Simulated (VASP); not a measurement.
Input of a VASP 6.6.1 run:

INCAR

```
PREC = Accurate
ENCUT = 520
EDIFF = 1E-7
ISMEAR = 0
SIGMA = 0.2
LREAL = False
LASPH = True
NELM = 100
ALGO = Normal
ISIF = 2
LWAVE = False
LCHARG = False
GGA = PE
NBANDS = 56
```

The input KPOINTS:

```
regular mesh
0
Gamma
  6 6 1
```

The input POSCAR:

```
Si2Sn
1.0
    4.0296598449      0.0000000000      0.0000000000
   -2.0148299224      3.4897877943      0.0000000000
    0.0000000000      0.0000000000     21.0484738477
Si Sn
8 4
Direct
    0.6666666667      0.3333333333      0.0895240692
    0.6666666667      0.3333333333      0.5895240692
    0.0000000000      0.0000000000      0.0563919419
    0.0000000000      0.0000000000      0.5563919419
    0.3333333333      0.6666666667      0.4104759308
    0.3333333333      0.6666666667      0.9104759308
    0.0000000000      0.0000000000      0.4436080581
    0.0000000000      0.0000000000      0.9436080581
    0.3333333333      0.6666666667      0.2857134504
    0.3333333333      0.6666666667      0.7857134504
    0.6666666667      0.3333333333      0.2142865496
    0.6666666667      0.3333333333      0.7142865496
```

Potentials or basis: VASP PAW PBE potentials, release 64 (Si, Sn_d).

The run is started by

```bash
$ cat potpaw_PBE.64/Si/POTCAR potpaw_PBE.64/Sn_d/POTCAR > POTCAR
$ mpirun -np 1 vasp_std > vasp.out
```

Task: What does it give for the pressure?

Result: 0.0 GPa.

Task: Estimate the largest force.

Result: 0.144 eV/Å.

Stress tensor (GPa, compression positive):
```
 0.11  0.00  0.00
 0.00  0.11  0.00
 0.00  0.00 -0.10
```
